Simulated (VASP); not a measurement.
Wanted: the native input for a VASP 6.6.1 run.

```
Task                                : relaxation of the atoms
Functional                          : PBE
Potentials or basis                 : VASP PAW PBE potentials, release 64 (Ti_sv, H)
Cutoff                              : 520 eV
k mesh                              : 10 × 10 × 1
Occupations                         : gaussian, width 0.1 eV
Spin                                : no spin polarisation
Dipole correction                   : yes
Atoms held fixed (from 0)           : [0, 1, 2]
Further INCAR settings              : ALGO = Fast; EDIFF = 1e-07; IBRION = 2; EDIFFG = -0.025; NSW = 36
Atoms held along some axes (from 0) : atom 3 along a and b
```

The structure of Ti3H lies in POSCAR:

```
Ti3H
1.0
    2.8192036097      0.0000000000      0.0000000000
   -0.9397345366      2.6579706533      0.0000000000
    0.0000000000      0.0000000000     19.8263799740
Ti H
3 1
Selective dynamics
Direct
    0.5000000000      0.5000000000      0.2017514042  F F F
    0.0000000000      0.0000000000      0.3111715134  F F F
    0.5000000000      0.5000000000      0.4199647129  F F F
    0.8333333333      1.1666666667      0.4668679010  F F T
```

One way to write it, as run:

INCAR

```
ALGO = Fast
DIPOL = 0.5 0.5 0.350
EDIFF = 1E-7
EDIFFG = -0.025
ENCUT = 520
GGA = PE
IBRION = 2
IDIPOL = 3
ISIF = 2
ISMEAR = 0
LASPH = True
LCHARG = False
LDIPOL = True
LREAL = False
LWAVE = False
NELM = 60
NSW = 36
PREC = Accurate
SIGMA = 0.1
```

KPOINTS

```
k-points
0
Gamma
  10 10 1
```

Potentials or basis: VASP PAW PBE potentials, release 64 (Ti_sv, H).

Command:

```console
$ cat potpaw_PBE.64/Ti_sv/POTCAR potpaw_PBE.64/H/POTCAR > POTCAR
$ mpirun -np 1 vasp_std > vasp.out
```

It gave:

| Item | Value |
| --- | --- |
| Energy gained by relaxing | 7.0 meV/atom |
| Ionic steps | 5 |
| Band gap on the k mesh | zero (an odd number of electrons rules out a gap without spin polarisation) |

Run time: 32 min on 1 thread of Oxide Virtual Turin-like Processor, with other jobs on the host, peak memory 0.31 GiB.
